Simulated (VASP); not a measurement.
# TiN (Fm-3m) in VASP: elastic constants with LDA

Aim: the elastic constants of TiN with LDA.

Program: VASP 6.6.1. These are calculated values, not measurements. Logs are shortened: lines on timing, memory, paths and dates and some standing lists are left out, and cuts for length are marked.

### 1 The cell of the first run

It takes space group Fm-3m (No. 225, cubic). Conventional cell: a = 4.173 Å, b = 4.173 Å, c = 4.173 Å, α = 90.00°, β = 90.00°, γ = 90.00°. Ti (site symmetry m-3m) has 6 N at 2.09 Å within 2.8 Å. Within 2.8 Å of N (site symmetry m-3m) lie 6 Ti at 2.09 Å.

### 2 Elastic constants, LDA

The input, INCAR:

```
  ALGO = Normal
  EDIFF = 1E-8
  ENCUT = 600
  IBRION = 6
  ISIF = 3
  ISMEAR = -1
  LASPH = True
  LCHARG = False
  LREAL = False
  LWAVE = False
  NELM = 60
  NFREE = 2
  NSW = 1
  POTIM = 0.015
  PREC = Accurate
  SIGMA = 0.15
```

The input, KPOINTS:

```
k-points
0
Gamma
  24 24 24
```

The input, POSCAR:

```
TiN
1.0
    0.0000000000      2.0866062229      2.0866062229
    2.0866062229      0.0000000000      2.0866062229
    2.0866062229      2.0866062229      0.0000000000
Ti N
1 1
Direct
    0.0000000000      0.0000000000      0.0000000000
    0.5000000000      0.5000000000      0.5000000000
```

Potentials or basis: VASP PAW LDA potentials, release 64 (Ti_sv, N).

Command:

```bash
$ cat potpaw_LDA.64/Ti_sv/POTCAR potpaw_LDA.64/N/POTCAR > POTCAR
$ mpirun -np 1 vasp_std > vasp.out
```

OUTCAR:

```text
EDIFF = 1E-8
   ENCUT = 600
   IBRION = 6
   ISIF = 3
   ISMEAR = -1
   LASPH = True
   LREAL = False
   NELM = 60
   NFREE = 2
   NSW = 1
   POTIM = 0.015
   PREC = Accurate

 ion  position               nearest neighbor table
   1  0.000  0.000  0.000-   2 2.09   2 2.09   2 2.09   2 2.09   2 2.09   2 2.09
   2  0.500  0.500  0.500-   1 2.09   1 2.09   1 2.09   1 2.09   1 2.09   1 2.09

  LATTYP: Found a face centered cubic cell.
 ALAT       =     4.1732124458

  Lattice vectors:

 A1 = (   0.0000000000,   2.0866062229,   2.0866062229)
 A2 = (   2.0866062229,   0.0000000000,   2.0866062229)
 A3 = (   2.0866062229,   2.0866062229,   0.0000000000)

Analysis of symmetry for initial positions (statically):
=====================================================================
 Subroutine PRICEL returns:
 Original cell was already a primitive cell.

 Routine SETGRP: Setting up the symmetry group for a
 face centered cubic supercell.

 Subroutine GETGRP returns: Found 48 space group operations
 (whereof 48 operations were pure point group operations)
 out of a pool of 48 trial point group operations.

The static configuration has the point symmetry O_h .

Analysis of symmetry for dynamics (positions and initial velocities):
=====================================================================
 Subroutine PRICEL returns:
 Original cell was already a primitive cell.

 Routine SETGRP: Setting up the symmetry group for a
 face centered cubic supercell.

 Subroutine GETGRP returns: Found 48 space group operations
 (whereof 48 operations were pure point group operations)
 out of a pool of 48 trial point group operations.

The dynamic configuration has the point symmetry O_h .

[... 691 lines left out ...]
  band No.  band energies     occupation
      1     -45.0920      2.00000
      2     -22.3059      2.00000
      3     -21.6050      2.00000
      4     -21.6042      2.00000
      5      -2.6572      2.00000
      6       3.6978      2.00000
      7       6.1578      2.00000
      8       6.2329      2.00000
      9      13.4434      0.00004
     10      13.6538      0.00001
     11      14.2404      0.00000
     12      17.6934      0.00000

 [... further k-points ...]

------------------------ aborting loop because EDIFF is reached ----------------------------------------

  FORCE on cell =-STRESS in cart. coord.  units (eV):
  Direction    XX          YY          ZZ          XY          YZ          ZX
  --------------------------------------------------------------------------------------
  -------------------------------------------------------------------------------------
  Total        0.1240981      0.1111374      0.1111374     -0.0000000      0.0000000     -0.0000000
  in kB       10.9426929      9.7998433      9.7998433     -0.0000000      0.0000000     -0.0000000
  external PRESSURE =      10.1807932 kB  Pullay stress =       0.0000000 kB
[... 17 lines left out ...]
  FREE ENERGIE OF THE ION-ELECTRON SYSTEM (eV)
  ---------------------------------------------------
  free  energy   TOTEN  =       -21.7000077846 eV

  energy  without entropy=      -21.6415135459  energy(sigma->0) =      -21.67076067

 INTERNAL STRAIN TENSORS FROM STRAINED CELLS
 ============================================

 INTERNAL STRAIN TENSOR FOR ION    1 for displacements in x,y,z  (eV/Angst):
          X           Y           Z          XY          YZ          ZX
  --------------------------------------------------------------------------------
  x    -0.00000     0.00000    -0.00000    -0.00000    -0.00000     0.00000
  y     0.00000    -0.00000     0.00000     0.00000    -0.00000     0.00000
  z    -0.00000    -0.00000     0.00000     0.00000     0.00000     0.00000

 INTERNAL STRAIN TENSORS FROM DISPLACED ATOMS
 ============================================

 INTERNAL STRAIN TENSOR FOR ION    1 for displacements in x,y,z  (eV/Angst):
          X           Y           Z          XY          YZ          ZX
  --------------------------------------------------------------------------------
  x     0.00000     0.00000     0.00000     0.00000     0.00000     0.00000
  y     0.00000     0.00000     0.00000     0.00000     0.00000     0.00000
  z     0.00000     0.00000     0.00000     0.00000     0.00000     0.00000

 INTERNAL STRAIN TENSOR FOR ION    2 for displacements in x,y,z  (eV/Angst):
          X           Y           Z          XY          YZ          ZX
  --------------------------------------------------------------------------------
  x     0.00000     0.00000     0.00000     0.00000     0.00000     0.00000
  y     0.00000     0.00000     0.00000     0.00000     0.00000     0.00000
  z     0.00000     0.00000     0.00000     0.00000     0.00000     0.00000

 Eigenvectors and eigenvalues of the dynamical matrix
 ----------------------------------------------------

   1 f  =   16.541386 THz   103.932591 2PiTHz  551.761230 cm-1    68.409643 meV
             X         Y         Z           dx          dy          dz
      0.000000  0.000000  0.000000     0.000000    0.305266   -0.364793
      2.086606  2.086606  2.086606     0.000000   -0.564509    0.674588
[... 21 lines left out ...]
   6 f/i=    0.000084 THz     0.000528 2PiTHz    0.002801 cm-1     0.000347 meV
             X         Y         Z           dx          dy          dz
      0.000000  0.000000  0.000000     0.621988    0.606654    0.137262
      2.086606  2.086606  2.086606     0.336349    0.328056    0.074226

--------------------------------------------------------------------------------------------------------

 ELASTIC MODULI CONTR FROM IONIC RELAXATION (kBar)
 Direction    XX          YY          ZZ          XY          YZ          ZX
 --------------------------------------------------------------------------------
 XX           0.0000      0.0000      0.0000      0.0000      0.0000      0.0000
 YY           0.0000      0.0000      0.0000      0.0000      0.0000      0.0000
 ZZ           0.0000      0.0000      0.0000      0.0000      0.0000      0.0000
 XY           0.0000      0.0000      0.0000      0.0000      0.0000      0.0000
 YZ           0.0000      0.0000      0.0000      0.0000      0.0000      0.0000
 ZX           0.0000      0.0000      0.0000      0.0000      0.0000      0.0000
 --------------------------------------------------------------------------------

 TOTAL ELASTIC MODULI (kBar)
 Direction    XX          YY          ZZ          XY          YZ          ZX
 --------------------------------------------------------------------------------
 XX        6919.6846   1320.9167   1320.9167      0.0000      0.0000     -0.0000
 YY        1320.9167   6919.6846   1320.9167      0.0000      0.0000      0.0000
 ZZ        1320.9167   1320.9167   6919.6846      0.0000     -0.0000      0.0000
 XY           0.0000      0.0000      0.0000   1771.8263      0.0000      0.0000
 YZ           0.0000      0.0000     -0.0000      0.0000   1771.8263      0.0000
 ZX          -0.0000      0.0000      0.0000      0.0000      0.0000   1771.8263
 --------------------------------------------------------------------------------
```

OSZICAR:

```text
N       E                     dE             d eps       ncg     rms          rms(c)
DAV:   1     0.150112642951E+03    0.15011E+03   -0.97124E+03  9912   0.187E+03
DAV:   2    -0.132031590525E+02   -0.16332E+03   -0.15624E+03 10364   0.440E+02
DAV:   3    -0.260834063765E+02   -0.12880E+02   -0.12538E+02 12192   0.119E+02
[... 210 lines left out ...]
DAV:   4    -0.217000159401E+02    0.85485E-05   -0.32174E-04 29696   0.202E-01    0.280E-02
DAV:   5    -0.217000114408E+02    0.44992E-05   -0.10920E-05 29160   0.357E-02    0.199E-02
DAV:   6    -0.217000077810E+02    0.36598E-05   -0.87835E-06 31816   0.290E-02    0.232E-03
DAV:   7    -0.217000077823E+02   -0.12910E-08   -0.10840E-06 27412   0.109E-02    0.153E-03
DAV:   8    -0.217000077846E+02   -0.23340E-08   -0.41352E-08 29884   0.227E-03
  17 F= -.21700008E+02 E0= -.21670761E+02  d E =-.584942E-01
```

Wall time 2.1 h (1 thread of Oxide Virtual Turin-like, shared host); peak memory 1.6 GiB.

What came out:

```yaml
Elastic_constants_C11_C12_C44: 692, 132, 177 GPa
Voigt_bulk_modulus: 319 GPa
Highest_phonon_frequency_at_Γ: 552 cm⁻¹
```

Phonon frequencies in cm⁻¹ (negative: imaginary):
```csv
q point,frequencies
"(0.000, 0.000, 0.000)",0 0 0 552 552 552
```

Elastic tensor in Voigt notation (GPa, in the Cartesian axes of the cell as first typed):
```
692 132 132   0   0   0
132 692 132   0   0   0
132 132 692   0   0   0
  0   0   0 177   0   0
  0   0   0   0 177   0
  0   0   0   0   0 177
```

Clamped-ion elastic tensor (GPa):
```
692 132 132   0   0   0
132 692 132   0   0   0
132 132 692   0   0   0
  0   0   0 177   0   0
  0   0   0   0 177   0
  0   0   0   0   0 177
```
